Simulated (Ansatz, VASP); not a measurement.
**HgTe: VASP beside Ansatz**

File INCAR:

```
SYSTEM = HgTe
ALGO = Normal
EDIFF = 1E-6
EDIFFG = -0.05
ENCUT = 600
GGA = PS
IBRION = 2
ISIF = 3
ISMEAR = 0
LASPH = .True.
LCHARG = .False.
LREAL = .False.
LWAVE = .False.
NELM = 100
NSW = 80
PREC = Accurate
SIGMA = 0.1
```

File KPOINTS:

```
k-points
0
Gamma
  6 6 6
  0 0 0
```

File POSCAR:

```
HgTe
1.0
    0.0000000000      3.0057586519      3.0057586519
    3.0057586519      0.0000000000      3.0057586519
    3.0057586519      3.0057586519      0.0000000000
Hg Te
1 1
Direct
    0.0000000000      0.0000000000      0.0000000000
    0.2500000000      0.2500000000      0.2500000000
```

Input for Ansatz:

```yaml
crystal:
  lattice:
    - [0.0, 3.0057586519, 3.0057586519]
    - [3.0057586519, 0.0, 3.0057586519]
    - [3.0057586519, 3.0057586519, 0.0]
  atoms:
    - { symbol: Hg, position: [0.0, 0.0, 0.0] }
    - { symbol: Te, position: [0.25, 0.25, 0.25] }
basis:
  ecutwfc: 420
kpoints:
  mp_grid: { grid: [6, 6, 6] }
hamiltonian:
  xc: pbesol
scf:
  occupations: { method: gaussian, width: 0.1 }
output:
  forces: true
  stress: true
  eigenvalues: true
relax:
  adjacent_minimum: "off"
  f_tol: 0.05
  max_steps: 60
  cell: { stress_tol: 0.5 }
```

Alike in both runs: task relaxation of cell and atoms; functional PBEsol; k mesh 6 × 6 × 6; occupations gaussian, width 0.1 eV; no spin polarisation.

|  | VASP | Ansatz |
| --- | --- | --- |
| version | VASP 6.6.1 | Ansatz 0.2.0 |
| potentials or method | VASP PAW PBE potentials, release 64 (Hg, Te), cutoff 600 eV | scalar-relativistic, plane waves, PAW |
| valence electrons in the cell | 18 | 36 |

```tsv
	VASP	Ansatz	Ansatz less VASP
gap on the k mesh at the Fermi level, each at its own relaxed structure (eV)	none	none	-
relaxed volume (Å³/atom)	34.66	34.36	-0.298
relaxed cell length with the largest relative difference (Å)	4.611	4.597	-0.0133
```

VASP's potentials were made for PBE, not for PBEsol. A gap of «none» marks a metal or a gap that the smearing closes. VASP's potentials hold 18 valence electrons a cell and Ansatz's 36, so a difference there can come from the potentials and not from the codes.

Neither program's run includes spin-orbit coupling. Noted on VASP's run: the volume moved by over 15 % at a fixed basis, so the end points are rough.
